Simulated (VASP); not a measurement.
# Ag2O (Pn-3m) in VASP: a series of runs

Ag2O is run at these levels: PBE; tasks: single point, relaxation of cell and atoms.

All numbers are computed with VASP 6.6.1; they aren't measurements. Logs are shortened: lines on timing, memory, paths and dates and some standing lists are left out, and cuts for length are marked.

## (1) The cell of the first run

The structure is cubic, space group Pn-3m (No. 224). Conventional cell: a = 4.812 Å, b = 4.812 Å, c = 4.812 Å, α = 90.00°, β = 90.00°, γ = 90.00°. Ag (site symmetry -3m) has 2 O at 2.08 Å within 2.8 Å. Within 2.8 Å of O (site symmetry -43m) lie 4 Ag at 2.08 Å.

## (2) Single point, PBE

INCAR

```
ALGO     = Normal         # electronic algorithm
EDIFF    = 1E-6           # SCF threshold, eV
ENCUT    = 600            # plane-wave cutoff, eV
GGA      = PE             # functional
GGA_COMPAT= False        
ISIF     = 2              # what is computed and relaxed
ISMEAR   = 0              # smearing method
LASPH    = True           # aspherical terms in the spheres
LCHARG   = False          # write CHGCAR
LREAL    = False          # projectors in reciprocal space
LWAVE    = False          # write WAVECAR
NBANDS   = 37             # bands
NELM     = 120            # most SCF steps
PREC     = Accurate       # precision mode
SIGMA    = 0.1            # smearing width, eV
```

KPOINTS

```
k-points
0
Gamma
  6 6 6
```

POSCAR

```
Ag2O
1.0
    4.8121642215      0.0000000000      0.0000000000
    0.0000000000      4.8121642215      0.0000000000
    0.0000000000      0.0000000000      4.8121642215
Ag O
4 2
Direct
    0.7500000000      0.7500000000      0.7500000000
    0.2500000000      0.2500000000      0.7500000000
    0.2500000000      0.7500000000      0.2500000000
    0.7500000000      0.2500000000      0.2500000000
    0.0000000000      0.0000000000      0.0000000000
    0.5000000000      0.5000000000      0.5000000000
```

Potentials or basis: VASP PAW PBE potentials, release 64 (Ag, O).

Command:

```console
cat potpaw_PBE.64/Ag/POTCAR potpaw_PBE.64/O/POTCAR > POTCAR
mpirun -np 1 vasp_std > vasp.out
```

OUTCAR:

```text
EDIFF = 1E-6
   ENCUT = 600
   GGA = PE
   ISIF = 2
   ISMEAR = 0
   LASPH = True
   LREAL = False
   NELM = 120
   PREC = Accurate

 ion  position               nearest neighbor table
   1  0.750  0.750  0.750-   5 2.08   6 2.08   4 3.40   2 3.40   3 3.40   3 3.40   4 3.40   2 3.40
                             4 3.40   4 3.40   2 3.40   3 3.40   3 3.40   2 3.40
   2  0.250  0.250  0.750-   5 2.08   6 2.08   4 3.40   1 3.40   3 3.40   3 3.40   4 3.40   1 3.40
                             3 3.40   3 3.40   1 3.40   4 3.40   4 3.40   1 3.40
   3  0.250  0.750  0.250-   5 2.08   6 2.08   4 3.40   1 3.40   2 3.40   1 3.40   2 3.40   2 3.40
                             4 3.40   2 3.40   1 3.40   4 3.40   1 3.40   4 3.40
   4  0.750  0.250  0.250-   5 2.08   6 2.08   3 3.40   1 3.40   2 3.40   1 3.40   2 3.40   1 3.40
                             3 3.40   1 3.40   2 3.40   3 3.40   2 3.40   3 3.40
   5  0.000  0.000  0.000-   1 2.08   2 2.08   3 2.08   4 2.08
   6  0.500  0.500  0.500-   1 2.08   2 2.08   3 2.08   4 2.08

  LATTYP: Found a simple cubic cell.
 ALAT       =     4.8121642215

  Lattice vectors:

 A1 = (   4.8121642215,   0.0000000000,   0.0000000000)
 A2 = (   0.0000000000,   4.8121642215,   0.0000000000)
 A3 = (   0.0000000000,   0.0000000000,   4.8121642215)

Analysis of symmetry for initial positions (statically):
=====================================================================
 Subroutine PRICEL returns:
 Original cell was already a primitive cell.

 Routine SETGRP: Setting up the symmetry group for a
 simple cubic supercell.

 Subroutine GETGRP returns: Found 48 space group operations
 (whereof 24 operations were pure point group operations)
 out of a pool of 48 trial point group operations.

The static configuration has the point symmetry T_d .
 The point group associated with its full space group is O_h .

Analysis of symmetry for dynamics (positions and initial velocities):
=====================================================================
 Subroutine PRICEL returns:
 Original cell was already a primitive cell.

 Routine SETGRP: Setting up the symmetry group for a
 simple cubic supercell.

 Subroutine GETGRP returns: Found 48 space group operations
 (whereof 24 operations were pure point group operations)
 out of a pool of 48 trial point group operations.

The dynamic configuration has the point symmetry T_d .
 The point group associated with its full space group is O_h .

 Subroutine INISYM returns: Found 48 space group operations
 (whereof 24 operations are pure point group operations),
 and found     1 'primitive' translations
[... 102 lines left out ...]
   IBRION =     -1    ionic relax: 0-MD 1-quasi-New 2-CG
   NFREE  =      0    steps in history (QN), initial steepest desc. (CG)
   ISIF   =      2    stress and relaxation
   ISYM   =      2    0-nonsym 1-usesym 2-fastsym
   POTIM  = 0.5000    time-step for ionic-motion
   TEBEG  =    0.0;   TEEND  =   0.0 temperature during run
   PSTRESS=    0.0 pullay stress
   NELECT =      56.0000    total number of electrons
   NUPDOWN=      -1.0000    fix difference up-down
   EMIN   =  10.00;   EMAX   =-10.00  energy-range for DOS
   EFERMI =   0.00;   METHOD = LEGACY
   ISMEAR =     0;   SIGMA  =   0.10  broadening in eV -4-tet -1-fermi 0-gaus
   EFERMI_NEDOS =   21; number of points for ismear=-14 and -15
   IALGO  =     38    algorithm
   IMIX   =      4    mixing-type and parameters
     AMIX     =   0.40;   BMIX     =  1.00
     AMIX_MAG =   1.60;   BMIX_MAG =  1.00
  volume/ion in A,a.u.               =      18.57       125.33
  Fermi-wavevector in a.u.,A,eV,Ry     =   1.301559  2.459589 23.049015  1.694055
  Thomas-Fermi vector in A             =   2.432684
   LORBIT       =      0    0 simple, 1 ext, 2 COOP (PROOUT), +10 PAW based schemes
   GGA     = PE    functional components
   LHFCALC =     F    Hartree Fock is set to
   AEXX    =    0.0000 exact exchange contribution
   IVDW    =     0    specifies the selected vdW correction
   LEPSILON=     F    determine dielectric tensor
   LRPA    =     F    only Hartree local field effects (RPA)
 non-spin polarized calculation
 Gauss-broadening in eV      SIGMA  =   0.10
  energy-cutoff  :      600.00
  volume of cell :      111.43
 maximum number of plane-waves:      3771
 NGX is ok and might be reduce to    40
   NGX = 19   NGY = 19   NGZ = 19

 number of electron      55.9999978 magnetization

 Free energy of the ion-electron system (eV)
  ---------------------------------------------------
  ext. energy  EPLUGINS =         0.00000000
  ---------------------------------------------------
  free energy    TOTEN  =       -21.46376371 eV

  energy without entropy =      -21.46259971  energy(sigma->0) =      -21.46318171

 E-fermi :   4.0450     XC(G=0): -10.2138

 val. band max:        3.9855846442   @ k =   0.0000   0.0000   0.0000
 cond. band min:       4.2739734693   @ k =   0.1667   0.0000   0.0000
 fundamental gap:      0.2883888252
 Fermi energy:         4.0450287085

 k-point     1 :       0.0000    0.0000    0.0000
  band No.  band energies     occupation
      1     -14.4132      2.00000
      2     -13.8317      2.00000
      3      -2.3557      2.00000
      4      -2.3557      2.00000
      5      -2.3557      2.00000
      6      -0.2705      2.00000
[... 789 lines left out ...]
     36       9.8705      0.00000
     37      16.6056      0.00000

------------------------ aborting loop because EDIFF is reached ----------------------------------------

  FORCE on cell =-STRESS in cart. coord.  units (eV):
  Direction    XX          YY          ZZ          XY          YZ          ZX
  --------------------------------------------------------------------------------------
  -------------------------------------------------------------------------------------
  Total       -0.0991050     -0.0991050     -0.0991050     -0.0000000      0.0000000     -0.0000000
  in kB       -1.4249016     -1.4249016     -1.4249016     -0.0000000      0.0000000     -0.0000000
  external PRESSURE =      -1.4249016 kB  Pullay stress =       0.0000000 kB

 VOLUME and BASIS-vectors are now :
 -----------------------------------------------------------------------------
  energy-cutoff  :      600.00
  volume of cell :      111.43
      direct lattice vectors                 reciprocal lattice vectors
     4.812164221  0.000000000  0.000000000     0.207806707  0.000000000  0.000000000
     0.000000000  4.812164221  0.000000000     0.000000000  0.207806707  0.000000000
     0.000000000  0.000000000  4.812164221     0.000000000  0.000000000  0.207806707

 POSITION                                       TOTAL-FORCE (eV/Angst)
 -----------------------------------------------------------------------------------
      3.60912      3.60912      3.60912        -0.000000     -0.000000      0.000000
      1.20304      1.20304      3.60912         0.000000      0.000000     -0.000000
      1.20304      3.60912      1.20304         0.000000     -0.000000      0.000000
      3.60912      1.20304      1.20304         0.000000     -0.000000     -0.000000
      0.00000      0.00000      0.00000         0.000000     -0.000000     -0.000000
      2.40608      2.40608      2.40608         0.000000     -0.000000     -0.000000
 -----------------------------------------------------------------------------------
    total drift:                                0.000000      0.000000      0.000000

  FREE ENERGIE OF THE ION-ELECTRON SYSTEM (eV)
  ---------------------------------------------------
  free  energy   TOTEN  =       -21.4637637149 eV

  energy  without entropy=      -21.4625997093  energy(sigma->0) =      -21.46318171
```

OSZICAR:

```text
N       E                     dE             d eps       ncg     rms          rms(c)
DAV:   1     0.414687049823E+03    0.41469E+03   -0.31052E+04  1480   0.163E+03
DAV:   2    -0.184360210722E+01   -0.41653E+03   -0.39637E+03  1593   0.356E+02
DAV:   3    -0.252988428279E+02   -0.23455E+02   -0.23143E+02  1652   0.830E+01
DAV:   4    -0.255484427244E+02   -0.24960E+00   -0.24933E+00  1585   0.899E+00
DAV:   5    -0.255500189182E+02   -0.15762E-02   -0.15762E-02  1616   0.712E-01    0.188E+01
DAV:   6    -0.218132012396E+02    0.37368E+01   -0.19046E+01  1782   0.324E+01    0.117E+01
DAV:   7    -0.214844338988E+02    0.32877E+00   -0.23194E+00  1519   0.120E+01    0.822E+00
DAV:   8    -0.215498233708E+02   -0.65389E-01   -0.12637E+00  1560   0.566E+00    0.326E+00
DAV:   9    -0.214629011035E+02    0.86922E-01   -0.26671E-01  1680   0.303E+00    0.392E-01
DAV:  10    -0.214638865517E+02   -0.98545E-03   -0.17050E-02  1500   0.795E-01    0.220E-01
DAV:  11    -0.214637533785E+02    0.13317E-03   -0.38487E-04  1690   0.105E-01    0.137E-01
DAV:  12    -0.214637659011E+02   -0.12523E-04   -0.19288E-04  1541   0.759E-02    0.159E-02
DAV:  13    -0.214637643807E+02    0.15203E-05   -0.38963E-06  1538   0.146E-02    0.126E-02
DAV:  14    -0.214637637149E+02    0.66585E-06   -0.31848E-06  1350   0.105E-02
   1 F= -.21463764E+02 E0= -.21463182E+02  d E =-.116401E-02
```

stdout:

```text
POSCAR found type information on POSCAR AgO
 POSCAR found :  2 types and       6 ions
 scaLAPACK will be used
 LDA part: xc-table for (Slater+PW92), standard interpolation
 POSCAR, INCAR and KPOINTS ok, starting setup
 FFT: planning ... GRIDC
 FFT: planning ... GRID_SOFT
 FFT: planning ... GRID
 WAVECAR not read
 entering main loop
```

Wall time 65 s (1 thread of Intel Xeon 6975P-C (Granite Rapids), shared host); peak memory 0.28 GiB.

What came out:

```yaml
Free_energy: -21.4638 eV
Pressure: -0.1 GPa
Band_gap_on_the_k_mesh: zero (filled and empty bands touch)
```

## (3) Relaxation of cell and atoms, PBE

INCAR

```
ALGO     = Normal         # electronic algorithm
EDIFF    = 1E-7           # SCF threshold, eV
EDIFFG   = -0.001         # ionic threshold
ENCUT    = 600            # plane-wave cutoff, eV
GGA      = PE             # functional
GGA_COMPAT= F            
IBRION   = 2              # ionic algorithm
ISIF     = 3              # what is computed and relaxed
ISMEAR   = 0              # smearing method
LASPH    = T              # aspherical terms in the spheres
LCHARG   = F              # write CHGCAR
LREAL    = F              # projectors in reciprocal space
LWAVE    = F              # write WAVECAR
NELM     = 120            # most SCF steps
NELMIN   = 4            
NSW      = 80             # ionic steps
PREC     = Accurate       # precision mode
SIGMA    = 0.1            # smearing width, eV
```

KPOINTS is that of step 2.

Changes to POSCAR since step 2:

```diff
@@ -2,5 +2,5 @@
 1.0
-    4.8121642215      0.0000000000      0.0000000000
-    0.0000000000      4.8121642215      0.0000000000
-    0.0000000000      0.0000000000      4.8121642215
+    4.8115203389      0.0000000000      0.0000000000
+    0.0000000000      4.8115203389      0.0000000000
+    0.0000000000      0.0000000000      4.8115203389
 Ag O
```

Potentials or basis: VASP PAW PBE potentials, release 64 (Ag, O).

Command:

```console
cat potpaw_PBE.64/Ag/POTCAR potpaw_PBE.64/O/POTCAR > POTCAR
mpirun -np 1 vasp_std > vasp.out
```

Run time: 1.7 min. Hardware: 1 thread of Intel Xeon 6975P-C (Granite Rapids), shared host; peak memory 0.28 GiB.

Results (log left out):

```yaml
Free_energy: -21.4638 eV
Relaxed_volume: 18.53 Å³/atom
Relaxed_cell: a = 4.809 Å, b = 4.809 Å, c = 4.809 Å, α = 90.00°, β = 90.00°, γ = 90.00°
Space_group_after_relaxing_to_0.1_Å: Pn-3m (No. 224)
Energy_gained_by_relaxing: 0.0 meV/atom
Ionic_steps: 3
Pressure_after_relaxing: 0.0 GPa
Band_gap_on_the_k_mesh: zero (filled and empty bands touch)
```

Final structure:
```
Ag O
1.0
     4.80882    0.00000    0.00000
     0.00000    4.80882    0.00000
     0.00000    0.00000    4.80882
Ag O
4 2
Direct
  0.75000 0.75000 0.75000
  0.25000 0.25000 0.75000
  0.25000 0.75000 0.25000
  0.75000 0.25000 0.25000
  0.00000 0.00000 0.00000
  0.50000 0.50000 0.50000
```

Levels at points of the mesh, in eV from the Fermi level:
| k point | band 26 | band 27 | band 28 | band 29 | band 30 | band 31 |
| --- | --- | --- | --- | --- | --- | --- |
| (0.00, 0.00, 0.00) | -0.10 | -0.06 | -0.06 | -0.06 | 2.17 | 2.17 |
| (0.50, 0.00, 0.00) | -1.55 | -0.49 | -0.49 | 1.97 | 1.97 | 4.73 |
| (0.50, 0.50, 0.00) | -1.56 | -0.82 | -0.82 | 2.07 | 2.07 | 3.64 |
| (0.50, 0.50, 0.50) | -0.70 | -0.70 | -0.70 | 2.67 | 2.67 | 2.67 |
